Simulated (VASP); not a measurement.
# MgS (I4mm) in VASP: single point with PBE

Aim: the single point of MgS with PBE.

Program: VASP 6.6.1. These are calculated values, not measurements. Logs are shortened: lines on timing, memory, paths and dates and some standing lists are left out, and cuts for length are marked.

## (1) The cell of the first run

The structure is tetragonal, space group I4mm (No. 107). The conventional cell has a = 3.679 Å, b = 3.679 Å, c = 5.203 Å, α = 90.00°, β = 90.00°, γ = 90.00°. Mg (site symmetry 4mm) has 6 S at 2.38 to 2.83 Å within 3.1 Å. S (site symmetry 4mm) has 6 Mg at 2.38 to 2.83 Å within 3.1 Å.

## (2) Single point, PBE (atom 1 (Mg) moved by (-0.225, +0.000) A along x and z)

Contents of INCAR:

```
SYSTEM = MgS
  ALGO = Normal
  EDIFF = 1E-6
  ENCUT = 600
  GGA = PE
  GGA_COMPAT = .False.
  ISIF = 2
  ISMEAR = 0
  LASPH = .True.
  LCHARG = .False.
  LREAL = .False.
  LWAVE = .False.
  NBANDS = 11
  NELM = 120
  PREC = Accurate
  SIGMA = 0.05
```

Contents of KPOINTS:

```
k-points
0
Gamma
  8 8 8
  0 0 0
```

Contents of POSCAR:

```
MgS
1.0
    0.0000000000      2.6016500000      2.6016500000
    2.6016500000      0.0000000000      2.6016500000
    2.6016500000      2.6016500000      0.0000000000
Mg S
1 1
Direct
    0.0432417889     -0.0432417889     -0.0432417889
    0.5000000000      0.5000000000      0.5000000000
```

Potentials or basis: VASP PAW PBE potentials, release 64 (Mg, S).

Started as:

```
$ cat potpaw_PBE.64/Mg/POTCAR potpaw_PBE.64/S/POTCAR > POTCAR
$ mpirun -np 1 vasp_std > vasp.out
```

OUTCAR:

```text
SYSTEM = MgS
   EDIFF = 1E-6
   ENCUT = 600
   GGA = PE
   ISIF = 2
   ISMEAR = 0
   LASPH = .True.
   LREAL = .False.
   NELM = 120
   PREC = Accurate

 ion  position               nearest neighbor table
   1  0.043  0.957  0.957-   2 2.38   2 2.61   2 2.61   2 2.61   2 2.61   2 2.83
   2  0.500  0.500  0.500-   1 2.38   1 2.61   1 2.61   1 2.61   1 2.61   1 2.83

  LATTYP: Found a face centered cubic cell.
 ALAT       =     5.2033000000

  Lattice vectors:

 A1 = (   0.0000000000,   2.6016500000,   2.6016500000)
 A2 = (   2.6016500000,   0.0000000000,   2.6016500000)
 A3 = (   2.6016500000,   2.6016500000,   0.0000000000)

Analysis of symmetry for initial positions (statically):
=====================================================================
 Subroutine PRICEL returns:
 Original cell was already a primitive cell.

 Routine SETGRP: Setting up the symmetry group for a
 face centered cubic supercell.

 Subroutine GETGRP returns: Found  8 space group operations
 (whereof  8 operations were pure point group operations)
 out of a pool of 48 trial point group operations.

The static configuration has the point symmetry C_4v.

Analysis of symmetry for dynamics (positions and initial velocities):
=====================================================================
 Subroutine PRICEL returns:
 Original cell was already a primitive cell.

 Routine SETGRP: Setting up the symmetry group for a
 face centered cubic supercell.

 Subroutine GETGRP returns: Found  8 space group operations
 (whereof  8 operations were pure point group operations)
 out of a pool of 48 trial point group operations.

The dynamic configuration has the point symmetry C_4v.

 Subroutine INISYM returns: Found  8 space group operations
 (whereof  8 operations are pure point group operations),
 and found     1 'primitive' translations

----------------------------------------------------------------------------------------

                                     Primitive cell

  volume of cell :      35.2190

  direct lattice vectors                    reciprocal lattice vectors
     0.000000000  2.601650000  2.601650000    -0.192185728  0.192185728  0.192185728
     2.601650000  0.000000000  2.601650000     0.192185728 -0.192185728  0.192185728
     2.601650000  2.601650000  0.000000000     0.192185728  0.192185728 -0.192185728

  length of vectors
     3.679288715  3.679288715  3.679288715     0.332875446  0.332875446  0.332875446

  position of ions in fractional coordinates (direct lattice)
     0.043241789  0.956758211  0.956758211
     0.500000000  0.500000000  0.500000000

  ion indices of the primitive-cell ions
   primitive index   ion index
                 1           1
                 2           2

----------------------------------------------------------------------------------------

 KPOINTS: k-points

Automatic generation of k-mesh.
 Grid dimensions read from file:
 generate k-points for:    8    8    8

 Generating k-lattice:

  Cartesian coordinates                     Fractional coordinates (reciprocal lattice)
    -0.024023216  0.024023216  0.024023216     0.125000000  0.000000000  0.000000000
     0.024023216 -0.024023216  0.024023216     0.000000000  0.125000000  0.000000000
     0.024023216  0.024023216 -0.024023216     0.000000000  0.000000000  0.125000000

  Length of vectors
     0.041609431  0.041609431  0.041609431

  Shift w.r.t. Gamma in fractional coordinates (k-lattice)
     0.000000000  0.000000000  0.000000000

 Subroutine IBZKPT returns following result:
 ===========================================

 Found     59 irreducible k-points:

 Following reciprocal coordinates:
            Coordinates               Weight
  0.000000  0.000000  0.000000      1.000000
  0.125000  0.000000  0.000000      8.000000
  0.250000  0.000000  0.000000      8.000000
  0.375000  0.000000  0.000000      8.000000
  0.500000  0.000000  0.000000      4.000000
  0.125000  0.125000  0.000000      4.000000
[... 16 lines left out ...]
  0.000000  0.375000  0.250000      8.000000
  0.500000  0.250000  0.000000     16.000000
 [... further k-points ...]
   k-points           NKPTS =     59   k-points in BZ     NKDIM =     59   number of bands    NBANDS=     11
   number of dos      NEDOS =    301   number of ions     NIONS =      2
   total plane-waves  NPLWV =  27000
   dimension x,y,z NGX =    30 NGY =   30 NGZ =   30
   dimension x,y,z NGXF=    60 NGYF=   60 NGZF=   60
   ions per type =               1   1
   NGX,Y,Z   is equivalent  to a cutoff of  13.56, 13.56, 13.56 a.u.
   NGXF,Y,Z  is equivalent  to a cutoff of  27.11, 27.11, 27.11 a.u.
 SYSTEM =  MgS
   PREC   = accura    normal or accurate (medium, high low for compatibility)
   ISTART =      0    job   : 0-new  1-cont  2-samecut
   ICHARG =      2    charge: 1-file 2-atom 10-const
   ISPIN  =      1    spin polarized calculation?
   LNONCOLLINEAR =      F non collinear calculations
   LSORBIT =      F    spin-orbit coupling
   LASPH  =      T    aspherical Exc in radial PAW
   ENCUT  =  600.0 eV  44.10 Ry    6.64 a.u.   7.35  7.35  7.35*2*pi/ulx,y,z
   NELM   =    120;   NELMIN=  2; NELMDL= -5     # of ELM steps
   EDIFF  = 0.1E-05   stopping-criterion for ELM
   LREAL  =      F    real-space projection
   EDIFFG = 0.1E-04   stopping-criterion for IOM
   NSW    =      0    number of steps for IOM
   IBRION =     -1    ionic relax: 0-MD 1-quasi-New 2-CG
   NFREE  =      0    steps in history (QN), initial steepest desc. (CG)
   ISIF   =      2    stress and relaxation
   ISYM   =      2    0-nonsym 1-usesym 2-fastsym
   POTIM  = 0.5000    time-step for ionic-motion
   TEBEG  =    0.0;   TEEND  =   0.0 temperature during run
   PSTRESS=    0.0 pullay stress
   NELECT =       8.0000    total number of electrons
   NUPDOWN=      -1.0000    fix difference up-down
   EMIN   =  10.00;   EMAX   =-10.00  energy-range for DOS
   EFERMI =   0.00;   METHOD = LEGACY
   ISMEAR =     0;   SIGMA  =   0.05  broadening in eV -4-tet -1-fermi 0-gaus
   EFERMI_NEDOS =   21; number of points for ismear=-14 and -15
   IALGO  =     38    algorithm
   IMIX   =      4    mixing-type and parameters
     AMIX     =   0.40;   BMIX     =  1.00
     AMIX_MAG =   1.60;   BMIX_MAG =  1.00
  volume/ion in A,a.u.               =      17.61       118.83
  Fermi-wavevector in a.u.,A,eV,Ry     =   0.998878  1.887606 13.575323  0.997758
  Thomas-Fermi vector in A             =   2.131131
   LORBIT       =      0    0 simple, 1 ext, 2 COOP (PROOUT), +10 PAW based schemes
   GGA     = PE    functional components
   LHFCALC =     F    Hartree Fock is set to
   AEXX    =    0.0000 exact exchange contribution
   IVDW    =     0    specifies the selected vdW correction
   LEPSILON=     F    determine dielectric tensor
   LRPA    =     F    only Hartree local field effects (RPA)
 non-spin polarized calculation
 Gauss-broadening in eV      SIGMA  =   0.05
  energy-cutoff  :      600.00
  volume of cell :       35.22
 maximum number of plane-waves:      1211
 NGX is ok and might be reduce to    30
   NGX = 15   NGY = 15   NGZ = 15

 number of electron       7.9999999 magnetization

 Free energy of the ion-electron system (eV)
  ---------------------------------------------------
  ext. energy  EPLUGINS =         0.00000000
  ---------------------------------------------------
  free energy    TOTEN  =        -8.42037528 eV

  energy without entropy =       -8.42037528  energy(sigma->0) =       -8.42037528

 E-fermi :   3.9762     XC(G=0):  -9.6748

 val. band max:        3.7158464569   @ k =   0.0000   0.0000   0.0000
 cond. band min:       6.5041513814   @ k =   0.5000   0.5000   0.0000
 fundamental gap:      2.7883049245
 Fermi energy:         3.9761771400

 k-point     1 :       0.0000    0.0000    0.0000
  band No.  band energies     occupation
      1      -8.9581      2.00000
      2       3.6352      2.00000
      3       3.7158      2.00000
      4       3.7158      2.00000
      5       7.4146      0.00000
      6      11.6504      0.00000
      7      11.6504      0.00000
      8      11.7353      0.00000
      9      14.1027      0.00000
     10      14.2405      0.00000
     11      16.1616      0.00000

 k-point     2 :       0.1250    0.0000    0.0000
  band No.  band energies     occupation
      1      -8.8079      2.00000
      2       2.6489      2.00000
      3       3.5693      2.00000
      4       3.6164      2.00000
      5       8.2104      0.00000
      6      11.3147      0.00000
      7      11.8989      0.00000
      8      11.9762      0.00000
      9      13.4607      0.00000
     10      13.6046      0.00000
     11      16.3913      0.00000

 k-point     3 :       0.2500    0.0000    0.0000
  band No.  band energies     occupation
      1      -8.4020      2.00000
      2       0.9058      2.00000
      3       3.3534      2.00000
      4       3.3995      2.00000
      5       8.6699      0.00000
      6      11.5463      0.00000
      7      11.5597      0.00000
      8      12.0059      0.00000
      9      13.9919      0.00000
     10      14.1287      0.00000
     11      15.5987      0.00000

 k-point     4 :       0.3750    0.0000    0.0000
  band No.  band energies     occupation
      1      -7.9075      2.00000
      2      -0.5270      2.00000
      3       3.1634      2.00000
      4       3.2083      2.00000
      5       8.4009      0.00000
      6      10.8861      0.00000
      7      10.9478      0.00000
      8      13.3785      0.00000
      9      15.2932      0.00000
     10      15.9092      0.00000
     11      16.0882      0.00000
[... 239 lines left out ...]
 k-point    22 :       0.3750    0.2500    0.0000
  band No.  band energies     occupation
      1      -7.8467      2.00000
      2       0.3239      2.00000
      3       2.2327      2.00000
      4       2.5065      2.00000
      5       8.2031      0.00000
      6       9.3681      0.00000
      7      12.3503      0.00000
      8      13.6074      0.00000
      9      15.4230      0.00000
     10      16.7983      0.00000
     11      19.1498      0.00000

 k-point    23 :       0.0000    0.3750    0.2500
  band No.  band energies     occupation
      1      -7.8459      2.00000
      2       0.3066      2.00000
      3       2.2414      2.00000
      4       2.5239      2.00000
      5       8.1889      0.00000
      6       9.4183      0.00000
      7      12.3726      0.00000
      8      13.5744      0.00000
      9      15.4228      0.00000
     10      16.7296      0.00000
     11      19.2013      0.00000

 k-point    24 :       0.5000    0.2500    0.0000
  band No.  band energies     occupation
      1      -7.4980      2.00000
      2      -0.3147      2.00000
      3       1.5122      2.00000
      4       2.4990      2.00000
      5       8.1241      0.00000
      6      10.3952      0.00000
      7      12.5372      0.00000
      8      12.8077      0.00000
      9      16.3985      0.00000
     10      18.2608      0.00000
     11      19.2641      0.00000

 [... further k-points ...]
[... 5 lines left out ...]
  --------------------------------------------------------------------------------------
  -------------------------------------------------------------------------------------
  Total        1.5344996      0.1092637      0.1092637      0.0000000     -0.0000000      0.0000000
  in kB       69.8072877      4.9706130      4.9706130      0.0000000     -0.0000000      0.0000000
  external PRESSURE =      26.5828379 kB  Pullay stress =       0.0000000 kB

 VOLUME and BASIS-vectors are now :
 -----------------------------------------------------------------------------
  energy-cutoff  :      600.00
  volume of cell :       35.22
      direct lattice vectors                 reciprocal lattice vectors
     0.000000000  2.601650000  2.601650000    -0.192185728  0.192185728  0.192185728
     2.601650000  0.000000000  2.601650000     0.192185728 -0.192185728  0.192185728
     2.601650000  2.601650000  0.000000000     0.192185728  0.192185728 -0.192185728

 POSITION                                       TOTAL-FORCE (eV/Angst)
 -----------------------------------------------------------------------------------
      4.97830      2.60165      2.60165         0.828568      0.000000      0.000000
      2.60165      2.60165      2.60165        -0.828568      0.000000      0.000000
 -----------------------------------------------------------------------------------
    total drift:                                0.000266      0.000000      0.000000

  FREE ENERGIE OF THE ION-ELECTRON SYSTEM (eV)
  ---------------------------------------------------
  free  energy   TOTEN  =        -8.4203752798 eV

  energy  without entropy=       -8.4203752798  energy(sigma->0) =       -8.42037528
```

It took 49 s on 1 thread of AMD EPYC 7R13, shared host; peak memory 0.15 GiB.

Results:

| Property | Result |
| --- | --- |
| Free energy | -8.4204 eV |
| Pressure | 2.7 GPa |
| Largest force | 0.829 eV/Å |
| Band gap on the k mesh | 2.79 eV (least direct gap 3.70 eV) |

Forces on the atoms (eV/Å):
```
Mg   0.829  0.000  0.000
S   -0.829  0.000  0.000
```

Stress tensor (GPa, compression positive):
```
6.98 0.00 0.00
0.00 0.50 0.00
0.00 0.00 0.50
```

Levels at points of the mesh, in eV from the valence-band top:
| k point | band 2 | band 3 | band 4 | band 5 | band 6 | band 7 |
| --- | --- | --- | --- | --- | --- | --- |
| (0.00, 0.00, 0.00) | -0.08 | 0.00 | 0.00 | 3.70 | 7.93 | 7.93 |
| (0.50, 0.00, 0.00) | -4.82 | -0.63 | -0.58 | 4.55 | 6.92 | 6.99 |
| (0.50, 0.50, 0.00) | -4.18 | -1.71 | -1.67 | 2.79 | 4.37 | 12.01 |
| (0.00, 0.50, 0.50) | -4.20 | -1.68 | -1.68 | 2.80 | 4.41 | 11.92 |

Caveat: the cell differs from its parent crystal (atom 1 (Mg) moved by (-0.225, +0.000) A along x and z).
